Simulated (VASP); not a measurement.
# H4NF (I4/mmm) in VASP: single point with PBEsol

Aim: the single point of H4NF with PBEsol.

Everything below comes from runs of VASP 6.6.1. Logs are shortened: lines on timing, memory, paths and dates and some standing lists are left out, and cuts for length are marked.

### 1 The cell of the first run

It takes space group I4/mmm (No. 139, tetragonal). The conventional cell has a = 3.546 Å, b = 3.546 Å, c = 4.477 Å, α = 90.00°, β = 90.00°, γ = 90.00°. H (site symmetry 2/m) has 2 N at 1.68 Å and 2 F at 1.68 Å and 4 H at 1.77 Å within 2.2 Å. N (site symmetry 4/mmm) has 8 H at 1.68 Å within 2.2 Å. F (site symmetry 4/mmm) has 8 H at 1.68 Å within 2.2 Å.

### 2 Single point, PBEsol

The input, INCAR:

```
SYSTEM = H4NF
  ALGO = Normal
  EDIFF = 1E-6
  ENCUT = 520
  GGA = PS
  ISIF = 2
  ISMEAR = -1
  LASPH = .True.
  LCHARG = .True.
  LELF = .True.
  LREAL = .False.
  LVHAR = .True.
  LWAVE = .False.
  NBANDS = 17
  NELM = 60
  PREC = Accurate
  SIGMA = 0.03
```

The input, KPOINTS:

```
k-points
0
Gamma
  6 6 6
  0 0 0
```

The input, POSCAR:

```
H4NF
1.0
   -1.7731147288      1.7731147288      2.2385874569
    1.7731147288     -1.7731147288      2.2385874569
    1.7731147288      1.7731147288     -2.2385874569
H N F
4 1 1
Direct
    0.9999998380      0.4999998380      0.9999996759
    0.5000001620      0.0000001620      0.0000003241
    0.0000001620      0.9999998380      0.5000000000
    0.4999998380      0.5000001620      0.5000000000
    0.0000000000      0.0000000000      0.0000000000
    0.5000000000      0.5000000000      0.0000000000
```

Potentials or basis: VASP PAW PBE potentials, release 64 (H, N, F).

Started as:

```console
cat potpaw_PBE.64/H/POTCAR potpaw_PBE.64/N/POTCAR potpaw_PBE.64/F/POTCAR > POTCAR
mpirun -np 1 vasp_std > vasp.out
```

OUTCAR:

```text
SYSTEM = H4NF
   EDIFF = 1E-6
   ENCUT = 520
   GGA = PS
   ISIF = 2
   ISMEAR = -1
   LASPH = .True.
   LREAL = .False.
   NELM = 60
   PREC = Accurate

 ion  position               nearest neighbor table
   1  1.000  0.500  1.000-
   2  0.500  0.000  0.000-
   3  0.000  1.000  0.500-
   4  0.500  0.500  0.500-
   5  0.000  0.000  0.000-
   6  0.500  0.500  0.000-

  LATTYP: Found a body centered tetragonal cell.
 ALAT       =     3.5462294576
 C/A-ratio  =     1.2625169824

  Lattice vectors:

 A1 = (  -1.7731147288,   1.7731147288,   2.2385874569)
 A2 = (   1.7731147288,  -1.7731147288,   2.2385874569)
 A3 = (   1.7731147288,   1.7731147288,  -2.2385874569)

Analysis of symmetry for initial positions (statically):
=====================================================================
 Subroutine PRICEL returns:
 Original cell was already a primitive cell.

 Routine SETGRP: Setting up the symmetry group for a
 body centered tetragonal supercell.

 Subroutine GETGRP returns: Found 16 space group operations
 (whereof 16 operations were pure point group operations)
 out of a pool of 16 trial point group operations.

The static configuration has the point symmetry D_4h.

Analysis of symmetry for dynamics (positions and initial velocities):
=====================================================================
 Subroutine PRICEL returns:
 Original cell was already a primitive cell.

 Routine SETGRP: Setting up the symmetry group for a
 body centered tetragonal supercell.

 Subroutine GETGRP returns: Found 16 space group operations
 (whereof 16 operations were pure point group operations)
 out of a pool of 16 trial point group operations.

The dynamic configuration has the point symmetry D_4h.

 Subroutine INISYM returns: Found 16 space group operations
 (whereof 16 operations are pure point group operations),
 and found     1 'primitive' translations

----------------------------------------------------------------------------------------

                                     Primitive cell

  volume of cell :      28.1519

  direct lattice vectors                    reciprocal lattice vectors
    -1.773114729  1.773114729  2.238587457     0.000000000  0.281989649  0.223355133
     1.773114729 -1.773114729  2.238587457     0.281989649  0.000000000  0.223355133
     1.773114729  1.773114729 -2.238587457     0.281989649  0.281989649  0.000000000

  length of vectors
     3.361420159  3.361420159  3.361420159     0.359730007  0.359730007  0.398793586

  position of ions in fractional coordinates (direct lattice)
     0.999999838  0.499999838  0.999999676
     0.500000162  0.000000162  0.000000324
     0.000000162  0.999999838  0.500000000
     0.499999838  0.500000162  0.500000000
     0.000000000  0.000000000  0.000000000
     0.500000000  0.500000000  0.000000000

  ion indices of the primitive-cell ions
   primitive index   ion index
                 1           1
                 2           2
                 3           3
                 4           4
                 5           5
                 6           6

----------------------------------------------------------------------------------------

 KPOINTS: k-points

Automatic generation of k-mesh.
 Grid dimensions read from file:
 generate k-points for:    6    6    6

 Generating k-lattice:

  Cartesian coordinates                     Fractional coordinates (reciprocal lattice)
     0.000000000  0.046998275  0.037225856     0.166666667  0.000000000  0.000000000
     0.046998275  0.000000000  0.037225856     0.000000000  0.166666667  0.000000000
     0.046998275  0.046998275  0.000000000     0.000000000  0.000000000  0.166666667

  Length of vectors
     0.059955001  0.059955001  0.066465598

  Shift w.r.t. Gamma in fractional coordinates (k-lattice)
     0.000000000  0.000000000  0.000000000

 Subroutine IBZKPT returns following result:
 ===========================================

 Found     30 irreducible k-points:

 Following reciprocal coordinates:
            Coordinates               Weight
  0.000000  0.000000  0.000000      1.000000
  0.166667 -0.000000  0.000000      8.000000
  0.333333 -0.000000  0.000000      8.000000
  0.500000 -0.000000  0.000000      4.000000
  0.166667  0.166667  0.000000      8.000000
  0.333333  0.166667  0.000000     16.000000
[... 16 lines left out ...]
 -0.333333 -0.333333  0.166667      8.000000
 -0.166667 -0.333333  0.166667      8.000000
 [... further k-points ...]
   k-points           NKPTS =     30   k-points in BZ     NKDIM =     30   number of bands    NBANDS=     17
   number of dos      NEDOS =    301   number of ions     NIONS =      6
   total plane-waves  NPLWV =  21952
   dimension x,y,z NGX =    28 NGY =   28 NGZ =   28
   dimension x,y,z NGXF=    56 NGYF=   56 NGZF=   56
   ions per type =               4   1   1
   NGX,Y,Z   is equivalent  to a cutoff of  13.85, 13.85, 13.85 a.u.
   NGXF,Y,Z  is equivalent  to a cutoff of  27.70, 27.70, 27.70 a.u.
 SYSTEM =  H4NF
   PREC   = accura    normal or accurate (medium, high low for compatibility)
   ISTART =      0    job   : 0-new  1-cont  2-samecut
   ICHARG =      2    charge: 1-file 2-atom 10-const
   ISPIN  =      1    spin polarized calculation?
   LNONCOLLINEAR =      F non collinear calculations
   LSORBIT =      F    spin-orbit coupling
   LASPH  =      T    aspherical Exc in radial PAW
   ENCUT  =  520.0 eV  38.22 Ry    6.18 a.u.   6.25  6.25  6.25*2*pi/ulx,y,z
   NELM   =     60;   NELMIN=  2; NELMDL= -5     # of ELM steps
   EDIFF  = 0.1E-05   stopping-criterion for ELM
   LREAL  =      F    real-space projection
   EDIFFG = 0.1E-04   stopping-criterion for IOM
   NSW    =      0    number of steps for IOM
   IBRION =     -1    ionic relax: 0-MD 1-quasi-New 2-CG
   NFREE  =      0    steps in history (QN), initial steepest desc. (CG)
   ISIF   =      2    stress and relaxation
   ISYM   =      2    0-nonsym 1-usesym 2-fastsym
   POTIM  = 0.5000    time-step for ionic-motion
   TEBEG  =    0.0;   TEEND  =   0.0 temperature during run
   PSTRESS=    0.0 pullay stress
   NELECT =      16.0000    total number of electrons
   NUPDOWN=      -1.0000    fix difference up-down
   EMIN   =  10.00;   EMAX   =-10.00  energy-range for DOS
   EFERMI =   0.00;   METHOD = LEGACY
   ISMEAR =    -1;   SIGMA  =   0.03  broadening in eV -4-tet -1-fermi 0-gaus
   EFERMI_NEDOS =   21; number of points for ismear=-14 and -15
   IALGO  =     38    algorithm
   IMIX   =      4    mixing-type and parameters
     AMIX     =   0.40;   BMIX     =  1.00
     AMIX_MAG =   1.60;   BMIX_MAG =  1.00
  volume/ion in A,a.u.               =       4.69        31.66
  Fermi-wavevector in a.u.,A,eV,Ry     =   1.356060  2.562582 25.019737  1.838899
  Thomas-Fermi vector in A             =   2.483095
   LORBIT       =      0    0 simple, 1 ext, 2 COOP (PROOUT), +10 PAW based schemes
   GGA     = PS    functional components
   LHFCALC =     F    Hartree Fock is set to
   AEXX    =    0.0000 exact exchange contribution
   IVDW    =     0    specifies the selected vdW correction
   LEPSILON=     F    determine dielectric tensor
   LRPA    =     F    only Hartree local field effects (RPA)
 non-spin polarized calculation
  energy-cutoff  :      520.00
  volume of cell :       28.15
 maximum number of plane-waves:       778
 NGX is ok and might be reduce to    28
   NGX = 13   NGY = 13   NGZ = 13

 number of electron      16.0000002 magnetization

 Free energy of the ion-electron system (eV)
  ---------------------------------------------------
  ext. energy  EPLUGINS =         0.00000000
  ---------------------------------------------------
  free energy    TOTEN  =       -18.79280385 eV

  energy without entropy =      -18.79107404  energy(sigma->0) =      -18.79193894

 E-fermi :   2.5880     XC(G=0): -11.4777

 val. band max:        2.5831050734   @ k =  -0.3333   0.3333   0.0000
 cond. band min:       2.6513213256   @ k =   0.5000   0.5000   0.0000
 fundamental gap:      0.0682162522
 Fermi energy:         2.5879646525

 k-point     1 :       0.0000    0.0000    0.0000
  band No.  band energies     occupation
      1     -21.3295      2.00000
      2     -11.2810      2.00000
      3      -3.2748      2.00000
      4      -2.0870      2.00000
      5      -2.0870      2.00000
      6       2.2673      1.99995
[... 9 lines left out ...]
     16      24.9852      0.00000
     17      24.9852      0.00000

 k-point     2 :       0.1667   -0.0000    0.0000
  band No.  band energies     occupation
      1     -21.2060      2.00000
      2     -11.3735      2.00000
      3      -3.4027      2.00000
      4      -2.3707      2.00000
      5      -2.2677      2.00000
      6       0.1934      2.00000
[... 9 lines left out ...]
     16      24.4278      0.00000
     17      25.4823      0.00000

 k-point     3 :       0.3333   -0.0000    0.0000
  band No.  band energies     occupation
      1     -20.9433      2.00000
      2     -11.5903      2.00000
      3      -3.6622      2.00000
      4      -2.8063      2.00000
      5      -2.3945      2.00000
      6      -1.7955      2.00000
[... 9 lines left out ...]
     16      23.2521      0.00000
     17      26.7621      0.00000

 k-point     4 :       0.5000   -0.0000    0.0000
  band No.  band energies     occupation
      1     -20.8033      2.00000
      2     -11.7172      2.00000
      3      -3.6937      2.00000
      4      -2.9781      2.00000
      5      -2.7118      2.00000
      6      -2.3033      2.00000
[... 9 lines left out ...]
     16      22.9018      0.00000
     17      26.0333      0.00000

 k-point     5 :       0.1667    0.1667    0.0000
  band No.  band energies     occupation
      1     -21.0222      2.00000
      2     -11.5301      2.00000
      3      -3.4341      2.00000
      4      -2.8699      2.00000
      5      -2.4492      2.00000
      6      -1.5645      2.00000
[... 9 lines left out ...]
     16      24.0416      0.00000
     17      25.0264      0.00000

 k-point     6 :       0.3333    0.1667    0.0000
  band No.  band energies     occupation
      1     -20.8121      2.00000
      2     -11.5719      2.00000
      3      -4.4911      2.00000
      4      -3.2153      2.00000
      5      -2.7017      2.00000
      6      -2.1313      2.00000
[... 9 lines left out ...]
     16      24.4453      0.00000
     17      25.5379      0.00000

 k-point     7 :       0.5000    0.1667    0.0000
  band No.  band energies     occupation
      1     -20.7967      2.00000
      2     -11.4374      2.00000
      3      -4.8110      2.00000
      4      -3.9267      2.00000
      5      -2.8511      2.00000
      6      -1.2100      2.00000
[... 9 lines left out ...]
     16      24.3106      0.00000
     17      25.3571      0.00000

 k-point     8 :      -0.3333    0.1667   -0.0000
  band No.  band energies     occupation
      1     -20.9923      2.00000
      2     -11.2789      2.00000
      3      -4.5138      2.00000
      4      -3.5428      2.00000
      5      -2.5696      2.00000
      6      -0.2063      2.00000
[... 9 lines left out ...]
     16      24.5711      0.00000
     17      24.9927      0.00000
[... 203 lines left out ...]
      1     -20.8369      2.00000
      2     -11.2265      2.00000
      3      -5.6674      2.00000
      4      -3.3268      2.00000
      5      -3.0905      2.00000
      6      -0.5709      2.00000
[... 9 lines left out ...]
     16      25.3755      0.00000
     17      25.6539      0.00000

 k-point    20 :       0.5000    0.5000    0.1667
  band No.  band energies     occupation
      1     -20.7088      2.00000
      2     -10.4417      2.00000
      3      -6.4965      2.00000
      4      -6.4740      2.00000
      5      -2.2422      2.00000
      6       0.4303      2.00000
[... 9 lines left out ...]
     16      24.6902      0.00000
     17      24.8351      0.00000

 k-point    21 :      -0.3333    0.5000    0.1667
  band No.  band energies     occupation
      1     -20.6891      2.00000
      2     -10.8475      2.00000
      3      -6.4130      2.00000
      4      -5.5196      2.00000
      5      -2.8162      2.00000
      6      -0.2310      2.00000
[... 9 lines left out ...]
     16      24.3125      0.00000
     17      25.2118      0.00000

 k-point    22 :      -0.1667    0.5000    0.1667
  band No.  band energies     occupation
      1     -20.7403      2.00000
      2     -11.4217      2.00000
      3      -5.2173      2.00000
      4      -3.8604      2.00000
      5      -3.6363      2.00000
      6      -0.6577      2.00000
[... 9 lines left out ...]
     16      24.6698      0.00000
     17      25.4435      0.00000

 k-point    23 :      -0.3333   -0.3333    0.1667
  band No.  band energies     occupation
      1     -20.7199      2.00000
      2     -11.2624      2.00000
      3      -5.2537      2.00000
      4      -5.0971      2.00000
      5      -3.4582      2.00000
      6      -0.2959      2.00000
[... 9 lines left out ...]
     16      23.8171      0.00000
     17      25.5895      0.00000

 k-point    24 :      -0.1667   -0.3333    0.1667
  band No.  band energies     occupation
      1     -20.8891      2.00000
      2     -11.5441      2.00000
      3      -3.9964      2.00000
      4      -3.7857      2.00000
      5      -3.1422      2.00000
      6      -0.8834      2.00000
[... 9 lines left out ...]
     16      24.6936      0.00000
     17      24.9118      0.00000

 [... further k-points ...]
[... 5 lines left out ...]
  --------------------------------------------------------------------------------------
  -------------------------------------------------------------------------------------
  Total       -0.0960815     -0.0960815     -0.0955288      0.0000000     -0.0000000      0.0000000
  in kB       -5.4681762     -5.4681762     -5.4367211      0.0000000     -0.0000000      0.0000000
  external PRESSURE =      -5.4576912 kB  Pullay stress =       0.0000000 kB

 VOLUME and BASIS-vectors are now :
 -----------------------------------------------------------------------------
  energy-cutoff  :      520.00
  volume of cell :       28.15
      direct lattice vectors                 reciprocal lattice vectors
    -1.773114729  1.773114729  2.238587457     0.000000000  0.281989649  0.223355133
     1.773114729 -1.773114729  2.238587457     0.281989649  0.000000000  0.223355133
     1.773114729  1.773114729 -2.238587457     0.281989649  0.281989649  0.000000000

 POSITION                                       TOTAL-FORCE (eV/Angst)
 -----------------------------------------------------------------------------------
      0.88656      2.65967      1.11929        -0.000000     -0.000000     -0.000000
     -0.88656      0.88656      1.11929         0.000000     -0.000000     -0.000000
      2.65967     -0.88656      1.11929        -0.000000      0.000000      0.000000
      0.88656      0.88656      1.11929         0.000000      0.000000      0.000000
      0.00000      0.00000      0.00000         0.000000     -0.000000     -0.000000
      0.00000      0.00000      2.23859         0.000000     -0.000000     -0.000000
 -----------------------------------------------------------------------------------
    total drift:                               -0.000000      0.000000      0.000000

  FREE ENERGIE OF THE ION-ELECTRON SYSTEM (eV)
  ---------------------------------------------------
  free  energy   TOTEN  =       -18.7928038503 eV

  energy  without entropy=      -18.7910740363  energy(sigma->0) =      -18.79193894
```

It took 18 s on 1 thread of AMD EPYC 7R13 (Zen 3), shared host; peak memory 0.12 GiB.

What came out:

* Free energy: -18.7928 eV
* Pressure: -0.5 GPa
* Band gap on the k mesh: zero (band 8 reaches 3.11 eV, above the bottom of band 9 at 2.58 eV)

Caveat: the k points lie up to 0.42 Å⁻¹ apart; the PAW data sets were made with another functional, which shifts forces and pressure a little.
